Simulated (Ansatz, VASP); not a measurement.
## CdS: VASP beside Ansatz

```
Cd S
1.0
     4.16457    0.00000    0.00000
    -2.08228    3.60662    0.00000
     0.00000    0.00000    6.76799
Cd S
2 2
Cartesian
  0.0000 2.4044 0.0004
  2.0823 1.2022 3.3844
  0.0000 2.4044 2.5511
  2.0823 1.2022 5.9351
```

Change from the starting cell: polar distortion scaled by 1.00.

Alike in both runs: task single point; functional r2SCAN; k mesh 12 × 12 × 6; no spin polarisation.

```csv
,VASP,Ansatz
version,VASP 6.6.1,Ansatz 0.2.0
potentials or method,"VASP PAW PBE potentials, release 64 (Cd, S), cutoff 520 eV","scalar-relativistic, plane waves, PAW"
occupations,"gaussian, width 0.01 eV",fixed
valence electrons in the cell,36,52
```

```csv
,VASP,Ansatz,Ansatz less VASP
gap on the k mesh at the Fermi level (eV),1.63,1.63,0.000
least direct gap on the mesh (eV),1.63,1.63,0.000
pressure (GPa),0.3,0.0,-0.28
```

VASP's potentials were made for PBE, not for r2SCAN. VASP's potentials hold 36 valence electrons a cell and Ansatz's 52, so a difference there can come from the potentials and not from the codes.
